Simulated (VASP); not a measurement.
The system is WS2 (Tungstenite).

```
W S
1.0
     3.16994    0.00000    0.00000
    -1.58497    2.74525    0.00000
     0.00000    0.00000   12.49112
W S
2 4
Direct
  0.33333 0.66667 0.25000
  0.66667 0.33333 0.75000
  0.33333 0.66667 0.62489
  0.66667 0.33333 0.12489
  0.33333 0.66667 0.87511
  0.66667 0.33333 0.37511
```

Base run:

- Program: VASP 6.6.1
- Functional: PBE
- Potentials or basis: VASP PAW PBE potentials, release 64 (W_sv, S)
- Cutoff: 520 eV
- k mesh: 12 × 12 × 2
- Occupations: gaussian, width 0.01 eV
- Spin: no spin polarisation

Its results: band gap on the k mesh 1.06 eV, indirect (least direct gap 1.78 eV); pressure 3.2 GPa; largest force 0.198 eV/Å.

Q: The run is repeated on the same cell with these changes: functional from PBE to r2SCAN. What comes out?

A: Band gap on the k mesh 1.17 eV, indirect (least direct gap 1.90 eV); pressure 1.4 GPa; largest force 0.030 eV/Å.

r2SCAN gives the wider gap, since meta-GGAs in the generalised Kohn-Sham scheme recover part of the derivative discontinuity.

Caveats: spin-orbit coupling is left out, which moves the levels of the heavy elements; this functional lacks dispersion, which binds the layers, so the pressure and a relaxed spacing across them are unreliable (some runs); the PAW data sets were made with another functional, which shifts forces and pressure a little (some runs).

A k mesh can miss the band edges.
